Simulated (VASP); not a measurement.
Sn3Te:

```xyz
4
Lattice="-2.3009 2.3009 5.5165 2.3009 -2.3009 5.5165 2.3009 2.3009 -5.5165" Properties=species:S:1:pos:R:3 pbc="T T T"
Te    0.0000    0.0000    0.0000
Sn    0.0000    0.0000    5.5165
Sn    2.3009    0.0000    2.7582
Sn    0.0000    2.3009    2.7582
```

Base run:

- Program: VASP 6.6.1
- Functional: PBEsol
- Potentials or basis: VASP PAW PBE potentials, release 64 (Te, Sn_d)
- Cutoff: 520 eV
- k mesh: 5 × 5 × 5
- Occupations: fermi-dirac, width 0.05 eV
- Spin: no spin polarisation

Its results: band gap on the k mesh zero (bands 24 and 25 overlap by 0.54 eV); pressure -3.2 GPa.

Q: After a change of settings the same cell gave: band gap on the k mesh zero (bands 24 and 25 overlap by 0.56 eV); pressure 0.7 GPa. Which change was it?
A. functional from PBEsol to r2SCAN; further incar settings from ALGO = Fast; EDIFF = 1e-06; NBANDS = 32 to ALGO = Normal; EDIFF = 1e-07; NBANDS = 32
B. functional from PBEsol to PBE; further incar settings from ALGO = Fast; EDIFF = 1e-06; NBANDS = 32 to ALGO = Normal; EDIFF = 1e-07; NBANDS = 32
C. functional from PBEsol to RPBE
D. k mesh from 5 × 5 × 5 to 8 × 8 × 8; further incar settings from ALGO = Fast; EDIFF = 1e-06; NBANDS = 32 to ALGO = Fast; EDIFF = 1e-07; NBANDS = 32

A: C.

RPBE binds less tightly than PBEsol, so the same cell stands under more pressure.

Caveats: semilocal functionals underestimate gaps, and a narrow one can read as zero; the PAW data sets were made with another functional, which shifts forces and pressure a little; spin-orbit coupling is left out, which moves the levels of the heavy elements; the cell stands under tension (at least some runs).
